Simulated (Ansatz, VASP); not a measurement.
Two plane-wave programs on MoW2

```
Mo W
1.0
     4.63029    0.00000    0.00000
    -2.31515    4.00995    0.00000
     0.00000    0.00000    2.83546
Mo W
1 2
Direct
  0.00000 0.00000 0.50000
  0.33333 0.66667 0.83333
  0.66667 0.33333 0.16667
```

Alike in both runs: task relaxation of cell and atoms; functional PBE; k mesh 6 × 6 × 6; occupations gaussian, width 0.1 eV; no spin polarisation.

|  | VASP | Ansatz |
| --- | --- | --- |
| version | VASP 6.6.1 | Ansatz 0.2.0 |
| potentials or method | VASP PAW PBE potentials, release 64 (Mo_sv, W_sv), cutoff 600 eV | scalar-relativistic, plane waves, PAW |
| valence electrons in the cell | 42 | 42 |

```csv
,VASP,Ansatz,Ansatz less VASP
"gap on the k mesh at the Fermi level, each at its own relaxed structure (eV)",none,none,-
relaxed volume (Å³/atom),16.05,16.01,-0.033
relaxed cell length with the largest relative difference (Å),4.509,4.503,-0.0054
```

A gap of «none» marks a metal or a gap that the smearing closes.

The k mesh is coarse, so the values compare programs but aren't converged. Spin-orbit coupling is off throughout.
